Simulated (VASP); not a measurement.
Set up this calculation in VASP 6.6.1, as the native input.

```
Task                   : single point
Functional             : PBE
Potentials or basis    : VASP PAW PBE potentials, release 64 (Si, O)
Cutoff                 : 520 eV
k mesh                 : 6 × 6 × 4
Occupations            : gaussian, width 0.02 eV
Spin                   : no spin polarisation
Dipole correction      : no
Further INCAR settings : ALGO = Normal; EDIFF = 1e-07; NBANDS = 34
```

The structure of SiO2 lies in POSCAR:

```
SiO2
1.0
    5.1053795040      0.0000000000      0.0000000000
   -2.5526897520      4.4213883464      0.0000000000
    0.0000000000      0.0000000000      5.5850507656
Si O
3 6
Direct
    0.0000000000      0.5000000000      0.6666666667
    0.5000000000      0.5000000000      0.3333333333
    0.5000000000      0.0000000000      0.0000000000
    0.7919802214      0.5839604427      0.5000000000
    0.2080197786      0.7919802214      0.8333333333
    0.5839604427      0.7919802214      0.1666666667
    0.2080197786      0.4160395573      0.5000000000
    0.7919802214      0.2080197786      0.8333333333
    0.4160395573      0.2080197786      0.1666666667
```

These files were run (other wordings do the same):

INCAR

```
PREC = Accurate
ENCUT = 520
EDIFF = 1E-7
ISMEAR = 0
SIGMA = 0.02
LREAL = False
LASPH = True
NELM = 80
ALGO = Normal
ISIF = 2
LWAVE = False
LCHARG = False
GGA = PE
NBANDS = 34
```

KPOINTS

```
regular mesh
0
Gamma
  6 6 4
```

Potentials or basis: VASP PAW PBE potentials, release 64 (Si, O).

Command:

```bash
$ cat potpaw_PBE.64/Si/POTCAR potpaw_PBE.64/O/POTCAR > POTCAR
$ mpirun -np 1 vasp_std > vasp.out
```

It gave:

```json
{
 "Pressure": "0.1 GPa",
 "Largest force": "0.012 eV/Å",
 "Band gap on the k mesh": "5.55 eV, indirect (least direct gap 5.73 eV)"
}
```

It took 37 s on 1 thread of Intel(R) Xeon(R) 6975P-C (Granite Rapids), with other jobs on the host, peak memory 0.26 GiB.
